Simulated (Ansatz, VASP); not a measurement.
Two plane-wave programs on PbS

File INCAR:

```
PREC = Accurate ; ENCUT = 500
EDIFF = 1E-6 ; ISMEAR = 0
SIGMA = 0.1 ; LREAL = False
LASPH = True ; NELM = 120
ALGO = Normal ; ISIF = 2
LWAVE = False ; LCHARG = False
GGA = PE ; ISYM = 0
NBANDS = 17 ; GGA_COMPAT = False
```

File KPOINTS:

```
regular mesh
0
Gamma
  1 1 1
```

File POSCAR:

```
PbS
1.0
    3.6536590000      0.0000000000      0.0000000000
    0.0000000000      3.6536590000      0.0000000000
    0.0000000000      0.0000000000      3.6536590000
Pb S
1 1
Direct
    0.0000000000      0.0000000000      0.0000000000
    0.5000000000      0.5000000000      0.5000000000
```

Input for Ansatz:

```yaml
crystal:
  lattice:
    - [3.653659, 0.0, 0.0]
    - [0.0, 3.653659, 0.0]
    - [0.0, 0.0, 3.653659]
  atoms:
    - { symbol: Pb, position: [0.0, 0.0, 0.0] }
    - { symbol: S, position: [0.5, 0.5, 0.5] }
  symmetry: { detect: false }
basis:
  ecutwfc: 570
kpoints:
  mp_grid: { grid: [1, 1, 1] }
hamiltonian:
  xc: pbe
scf:
  occupations: { method: gaussian, width: 0.1 }
  max_iter: 30
  convergence: { dr2_threshold: "1e-6 eV" }
output:
  forces: true
  stress: true
  eigenvalues: true
```

Alike in both runs: task single point; functional PBE; k mesh 1 × 1 × 1; occupations gaussian, width 0.1 eV; no spin polarisation.

```csv
,VASP,Ansatz
version,VASP 6.6.1,Ansatz 0.2.0
potentials or method,"VASP PAW PBE potentials, release 64 (Pb_d, S), cutoff 500 eV","scalar-relativistic, plane waves, PAW"
valence electrons in the cell,20,20
```

Ansatz gave:

| Quantity | Value |
| --- | --- |
| gap on the k mesh at the Fermi level (eV) | 7.09 |
| least direct gap on the mesh (eV) | 7.09 |
| pressure (GPa) | 2.4 |

**Question.** Estimate VASP's values.

**Answer.** gap on the k mesh at the Fermi level (eV): 7.10; least direct gap on the mesh (eV): 7.10; pressure (GPa): 2.4.

The functional is the same, so the differences come from potentials, cutoffs and numerics. Ansatz's warnings: force scf threshold loose, stress scf threshold loose.

The k mesh is coarse, so the values compare programs but aren't converged. Spin-orbit coupling is off throughout.
